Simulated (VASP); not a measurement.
# CoH (Fm-3m) in VASP: notebook, part 2 of 2

VASP 6.6.1. Earlier steps stand in the parts before.

### Step 3. Single point, PBEsol, collinear spin, ferromagnetic start

This run uses another cell than the first one, of 6.09 Å³/atom, 1.039 times its volume.

Contents of INCAR:

```
SYSTEM = CoH
PREC     = Accurate       ! precision mode
ENCUT    = 520            ! plane-wave cutoff, eV
EDIFF    = 1E-6           ! SCF threshold, eV
ISMEAR   = -1             ! smearing method
SIGMA    = 0.1            ! smearing width, eV
LREAL    = .FALSE.        ! projectors in reciprocal space
LASPH    = .TRUE.         ! aspherical terms in the spheres
NELM     = 150            ! most SCF steps
ALGO     = Normal         ! electronic algorithm
ISIF     = 2              ! what is computed and relaxed
LWAVE    = .FALSE.        ! write WAVECAR
LCHARG   = .FALSE.        ! write CHGCAR
ISPIN    = 2              ! spin polarisation
MAGMOM   = 3.2 0          ! initial moments
LORBIT   = 11             ! projections on sites
LMAXMIX  = 4              ! l up to which the mixer works
GGA      = PS             ! functional
NBANDS   = 16             ! bands
```

Contents of KPOINTS:

```
Automatic mesh
0
G
  15 15 15
  0 0 0
```

Contents of POSCAR:

```
CoH
1.0
    0.0000000000      1.8256633614      1.8256633614
    1.8256633614      0.0000000000      1.8256633614
    1.8256633614      1.8256633614      0.0000000000
Co H
1 1
Direct
    0.0000000000      0.0000000000      0.0000000000
    0.5000000000      0.5000000000      0.5000000000
```

Potentials or basis: VASP PAW PBE potentials, release 64 (Co, H).

Run with:

```sh
cat potpaw_PBE.64/Co/POTCAR potpaw_PBE.64/H/POTCAR > POTCAR
mpirun -np 1 vasp_std > vasp.out
```

OUTCAR:

```text
SYSTEM = CoH
   PREC = Accurate
   ENCUT = 520
   EDIFF = 1E-6
   ISMEAR = -1
   LREAL = .FALSE.
   LASPH = .TRUE.
   NELM = 150
   ISIF = 2
   ISPIN = 2
   LORBIT = 11
   GGA = PS

 ion  position               nearest neighbor table
   1  0.000  0.000  0.000-   2 1.83   2 1.83   2 1.83   2 1.83   2 1.83   2 1.83
   2  0.500  0.500  0.500-   1 1.83   1 1.83   1 1.83   1 1.83   1 1.83   1 1.83

  LATTYP: Found a face centered cubic cell.
 ALAT       =     3.6513267228

  Lattice vectors:

 A1 = (   0.0000000000,   1.8256633614,   1.8256633614)
 A2 = (   1.8256633614,   0.0000000000,   1.8256633614)
 A3 = (   1.8256633614,   1.8256633614,   0.0000000000)

Analysis of symmetry for initial positions (statically):
=====================================================================
 Subroutine PRICEL returns:
 Original cell was already a primitive cell.

 Routine SETGRP: Setting up the symmetry group for a
 face centered cubic supercell.

 Subroutine GETGRP returns: Found 48 space group operations
 (whereof 48 operations were pure point group operations)
[... 649 lines left out ...]
  band No.  band energies     occupation
      1      -2.2155      1.00000
      2       9.0387      1.00000
      3       9.0387      1.00000
      4       9.0387      1.00000
      5      10.0260      0.99342
      6      10.0260      0.99342
[... 435 lines left out ...]
      5       9.6058      0.99990
      6      10.2304      0.95130
[... 8 lines left out ...]
     15      42.8781      0.00000
     16      47.2898      0.00000

 [... further k-points ...]
[... 5 lines left out ...]
  --------------------------------------------------------------------------------------
  -------------------------------------------------------------------------------------
  Total       -0.0294645     -0.0294645     -0.0294645      0.0000000      0.0000000     -0.0000000
  in kB       -3.8789848     -3.8789848     -3.8789848      0.0000000      0.0000000     -0.0000000
  external PRESSURE =      -3.8789848 kB  Pullay stress =       0.0000000 kB

 VOLUME and BASIS-vectors are now :
 -----------------------------------------------------------------------------
  energy-cutoff  :      520.00
  volume of cell :       12.17
      direct lattice vectors                 reciprocal lattice vectors
     0.000000000  1.825663361  1.825663361    -0.273873054  0.273873054  0.273873054
     1.825663361  0.000000000  1.825663361     0.273873054 -0.273873054  0.273873054
     1.825663361  1.825663361  0.000000000     0.273873054  0.273873054 -0.273873054

 POSITION                                       TOTAL-FORCE (eV/Angst)
 -----------------------------------------------------------------------------------
      0.00000      0.00000      0.00000         0.000000      0.000000      0.000000
      1.82566      1.82566      1.82566        -0.000000     -0.000000     -0.000000
 -----------------------------------------------------------------------------------
    total drift:                                0.000000     -0.000000     -0.000000

  FREE ENERGIE OF THE ION-ELECTRON SYSTEM (eV)
  ---------------------------------------------------
  free  energy   TOTEN  =       -11.1798075653 eV

  energy  without entropy=      -11.1370148958  energy(sigma->0) =      -11.15841123

 total charge

# of ion       s       p       d       tot
------------------------------------------
    1        0.414   0.571   7.457   8.442
    2        0.505   0.043   0.000   0.549
--------------------------------------------------
tot          0.919   0.614   7.457   8.991

 magnetization (x)

# of ion       s       p       d       tot
------------------------------------------
    1       -0.008  -0.018   1.168   1.142
    2       -0.007  -0.003   0.000  -0.010
--------------------------------------------------
tot         -0.014  -0.021   1.168   1.132
```

Wall time 29 s (1 thread of Intel Xeon Platinum 8559C (Emerald Rapids), shared host); peak memory 0.16 GiB.

Results:

| Quantity | Value |
| --- | --- |
| Free energy | -11.1798 eV |
| Pressure | -0.4 GPa |
| Net moment | 1.12 μB per cell |
| Site moments | Co +1.14; H -0.01 μB |
| Valence electrons inside the program's atomic spheres | Co 8.44; H 0.55 |

Caveat: the PAW data sets were made with another functional, which shifts forces and pressure a little.

### Step 4. Relaxation of cell and atoms, PBEsol, collinear spin, ferromagnetic start

This run uses another cell than the first one, of 6.26 Å³/atom, 1.069 times its volume.

Contents of INCAR:

```
  PREC = Accurate
  ENCUT = 600
  EDIFF = 1E-7
  ISMEAR = -1
  SIGMA = 0.1
  LREAL = False
  LASPH = True
  NELM = 150
  ALGO = Normal
  ISIF = 3
  LWAVE = False
  LCHARG = False
  ISPIN = 2
  MAGMOM = 3.2 0
  LORBIT = 11
  LMAXMIX = 4
  GGA = PS
  IBRION = 2
  NSW = 50
  EDIFFG = -0.01
```

Contents of KPOINTS:

```
Automatic mesh
0
Gamma
  15 15 15
```

Contents of POSCAR:

```
CoH
1.0
    0.0000000000      1.8429620000      1.8429620000
    1.8429620000      0.0000000000      1.8429620000
    1.8429620000      1.8429620000      0.0000000000
Co H
1 1
Direct
    0.0000000000      0.0000000000      0.0000000000
    0.5000000000      0.5000000000      0.5000000000
```

Run with:

```sh
cat potpaw_PBE.64/Co/POTCAR potpaw_PBE.64/H/POTCAR > POTCAR
mpirun -np 1 vasp_std > vasp.out
```

Run time: 58 s. Hardware: 1 thread of AMD EPYC 9R45 (Zen 5), shared host; peak memory 0.15 GiB.

Results (log left out):

```
Free energy                                           : -11.1804 eV
Relaxed volume                                        : 6.07 Å³/atom
Relaxed cell                                          : a = 2.580 Å, b = 2.580 Å, c = 2.580 Å, α = 60.00°, β = 60.00°, γ = 60.00°
Space group after relaxing (to 0.05 Å)                : Fm-3m (No. 225)
Energy gained by relaxing                             : 3.9 meV/atom
Ionic steps                                           : 3
Pressure after relaxing                               : 0.0 GPa
Net moment                                            : 1.11 μB per cell
Site moments                                          : Co +1.14; H -0.01 μB
Valence electrons inside the program's atomic spheres : Co 8.45; H 0.55
```

Step by step:
| step | energy change (eV) | largest force (eV/Å) | pressure (GPa) | volume (Å³) |
| --- | --- | --- | --- | --- |
| 1 | 0.0000 | 0.0000 | -6.62 | 12.52 |
| 2 | -0.0073 | 0.0000 | 1.88 | 12.06 |
| 3 | -0.0078 | 0.0000 | 0.01 | 12.15 |

Final structure:
```yaml
crystal:
  lattice:
    - [0.00000, 1.82466, 1.82466]
    - [1.82466, 0.00000, 1.82466]
    - [1.82466, 1.82466, 0.00000]
  atoms:
    - { symbol: Co, position: [0.00000, 0.00000, 0.00000] }
    - { symbol: H, position: [0.50000, 0.50000, 0.50000] }
```

Levels at points of the mesh, in eV from the Fermi level:
Spin up:
```csv
k point,band 2,band 3,band 4,band 5,band 6,band 7,band 8,band 9,band 10,band 11
"(0.00, 0.00, 0.00)",-2.68,-2.68,-2.68,-1.57,-1.57,15.36,20.78,21.46,21.46,21.46
```
Spin down:
```
           k point  band 2  band 3  band 4  band 5  band 6  band 7
(0.00, 0.00, 0.00)   -1.49   -1.49   -1.49   -0.50   -0.50   15.35
```

Caveat: the PAW data sets were made with another functional, which shifts forces and pressure a little.

### Step 5. Relaxation of cell and atoms, PBEsol, collinear spin, ferromagnetic start, target pressure 10 GPa, at which the enthalpy is minimised

This run uses another cell than the first one, of 6.26 Å³/atom, 1.069 times its volume.

Contents of INCAR:

```
PREC = Accurate
ENCUT = 600
EDIFF = 1E-6
ISMEAR = -1
SIGMA = 0.1
LREAL = False
LASPH = True
NELM = 150
ALGO = Normal
ISIF = 3
LWAVE = False
LCHARG = False
ISPIN = 2
MAGMOM = 3.2 0
LORBIT = 11
LMAXMIX = 4
GGA = PS
IBRION = 2
NSW = 50
EDIFFG = -0.01
PSTRESS = 100.0
```

Contents of KPOINTS:

```
regular mesh
0
Gamma
  15 15 15
```

POSCAR is that of step 4.

Run with:

```sh
cat potpaw_PBE.64/Co/POTCAR potpaw_PBE.64/H/POTCAR > POTCAR
mpirun -np 1 vasp_std > vasp.out
```

Wall time 54 s (1 thread of AMD EPYC 9R45 (Zen 5), shared host); peak memory 0.15 GiB.

The run converged. Its results:

```yaml
Free_energy: -11.1665 eV
Relaxed_volume: 5.84 Å³/atom
Relaxed_cell: a = 2.547 Å, b = 2.547 Å, c = 2.547 Å, α = 60.00°, β = 60.00°, γ = 60.00°
Space_group_after_relaxing_to_0.05_Å: Fm-3m (No. 225)
Energy_change_on_relaxing_the_enthalpy_is_what_falls: +3.0 meV/atom
Ionic_steps: 3
Pressure_after_relaxing: 10.0 GPa
Net_moment: 1.07 μB per cell
Site_moments: Co +1.09; H -0.01 μB
Valence_electrons_inside_the_program's_atomic_spheres: Co 8.53; H 0.56
```

The path:
```tsv
step	energy change (eV)	largest force (eV/Å)	pressure (GPa)	volume (Å³)
1	0.0000	0.0000	-6.60	12.52
2	0.0329	0.0000	18.04	11.38
3	0.0060	0.0000	10.01	11.69
```

Final structure:
```yaml
crystal:
  lattice:
    - [0.00000, 1.80131, 1.80131]
    - [1.80131, 0.00000, 1.80131]
    - [1.80131, 1.80131, 0.00000]
  atoms:
    - { symbol: Co, position: [0.00000, 0.00000, 0.00000] }
    - { symbol: H, position: [0.50000, 0.50000, 0.50000] }
```

Levels at points of the mesh, in eV from the Fermi level:
Spin up:
| k point | band 2 | band 3 | band 4 | band 5 | band 6 | band 7 | band 8 | band 9 | band 10 | band 11 |
| --- | --- | --- | --- | --- | --- | --- | --- | --- | --- | --- |
| (0.00, 0.00, 0.00) | -2.75 | -2.75 | -2.75 | -1.57 | -1.57 | 15.84 | 21.05 | 21.93 | 21.93 | 21.93 |
Spin down:
```tsv
k point	band 2	band 3	band 4	band 5	band 6	band 7
(0.00, 0.00, 0.00)	-1.61	-1.61	-1.61	-0.55	-0.55	15.83
```

Caveat: the cell is relaxed towards a set pressure, so the enthalpy falls and the energy may rise; the PAW data sets were made with another functional, which shifts forces and pressure a little.

### Step 6. Summary

| task | cell | cutoff (eV) | gap on the mesh (eV) | pressure (GPa) | moment (μB) |
| --- | --- | --- | --- | --- | --- |
| single point | a = 2.549 Å, angles 60.0°, 2 atoms | 520 | none | 9.5 | 1.07 |
| single point | a = 2.582 Å, angles 60.0°, 2 atoms | 520 | none | -0.4 | 1.12 |
| relaxation of cell and atoms | relaxed from a = 2.606 Å, angles 60.0°, 2 atoms | 600 | none | 0.0 | 1.11 |
| relaxation of cell and atoms | relaxed to 10 GPa from a = 2.606 Å, angles 60.0°, 2 atoms | 600 | none | 10.0 | 1.07 |

Alike in all rows: level PBEsol; potentials or basis VASP PAW PBE potentials, release 64 (Co, H); spin collinear, ferromagnetic start; k mesh 15 × 15 × 15; smearing fermi-dirac 0.1 eV.

Caveats: the PAW data sets were made with another functional, which shifts forces and pressure a little; the cell is relaxed towards a set pressure, so the enthalpy falls and the energy may rise (some runs).

Total energies depend on the potentials used, so only differences within one code and one set of settings carry meaning.
